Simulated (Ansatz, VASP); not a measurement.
## Si8S: VASP beside Ansatz

File INCAR:

```
PREC = Accurate ; ENCUT = 520
EDIFF = 1E-6 ; ISMEAR = 0
SIGMA = 0.05 ; LREAL = F
LASPH = T ; NELM = 150
ALGO = Normal ; ISIF = 2
LWAVE = F ; LCHARG = F
ISPIN = 2 ; MAGMOM = 0 0 0 0 0 0 0 0 2
LORBIT = 11 ; LDIPOL = T
IDIPOL = 3 ; DIPOL = 0.5 0.5 0.313
GGA = PE ; IVDW = 12
NBANDS = 33
```

The input KPOINTS:

```
Automatic mesh
0
Gamma
  7 4 1
```

POSCAR

```
Si8S
1.0
    3.8155170197      0.0000000000      0.0000000000
    0.0000000000      6.3129357895      0.0000000000
    0.0000000000      0.0000000000     21.2318711397
Si S
8 1
Direct
    0.0000000000      0.9369021388      0.1883960191
    0.0000000000      0.5630978612      0.1883960191
    0.5000000000      0.4369021388      0.2402729771
    0.5000000000      0.0630978612      0.2402729771
    0.5000000000      0.9332664454      0.3446595292
    0.5000000000      0.5667335546      0.3446595292
    0.0000000000      0.4266292815      0.3877129380
    0.0000000000      0.0733707185      0.3877129380
    0.0000000000      0.5932959481      0.4913307485
```

Input for Ansatz:

```yaml
crystal:
  lattice:
    - [3.8155170197, 0.0, 0.0]
    - [0.0, 6.3129357895, 0.0]
    - [0.0, 0.0, 21.2318711397]
  atoms:
    - { symbol: Si, position: [0.0, 0.9369021388, 0.1883960191] }
    - { symbol: Si, position: [0.0, 0.5630978612, 0.1883960191] }
    - { symbol: Si, position: [0.5, 0.4369021388, 0.2402729771] }
    - { symbol: Si, position: [0.5, 0.0630978612, 0.2402729771] }
    - { symbol: Si, position: [0.5, 0.9332664454, 0.3446595292] }
    - { symbol: Si, position: [0.5, 0.5667335546, 0.3446595292] }
    - { symbol: Si, position: [0.0, 0.4266292815, 0.387712938] }
    - { symbol: Si, position: [0.0, 0.0733707185, 0.387712938] }
    - { symbol: S, position: [0.0, 0.5932959481, 0.4913307485], spin: 2.0 }
basis:
  ecutwfc: 420
kpoints:
  mp_grid: { grid: [7, 4, 1] }
hamiltonian:
  xc: pbe
  pseudopotentials: { kind: paw, azcp: { folder: soft_1 } }
  dispersion: d3bj
scf:
  occupations: { method: gaussian, width: 0.05 }
output:
  forces: true
  eigenvalues: true
  populations: true
magnetization:
  spin_polarized: true
efield:
  axis: 3
  dipole_correction: true
  ramp_width: 0.04
```

Alike in both runs: task single point; functional PBE; dispersion D3(BJ); k mesh 7 × 4 × 1; occupations gaussian, width 0.05 eV; collinear spin.

|  | VASP | Ansatz |
| --- | --- | --- |
| version | VASP 6.6.1 | Ansatz 0.2.0 |
| potentials or method | VASP PAW PBE potentials, release 64 (Si, S), cutoff 520 eV | scalar-relativistic, plane waves, PAW |
| valence electrons in the cell | 38 | 38 |

```csv
,VASP,Ansatz,Ansatz less VASP
gap on the k mesh at the Fermi level (eV),none,none,-
rms of the force components (eV/Å),0.931,0.929,-0.0022
net moment per atom (μB),0.03,0.03,0.000
size of the moment on the site where the two differ most (μB),0.18,0.20,+0.014
```

Site moments also hang on the region over which each program counts them. Atom by atom the forces differ by 0.004 eV/Å (rms over components). A gap of «none» marks a metal or a gap that the smearing closes. Ansatz's warnings: stability check not made.
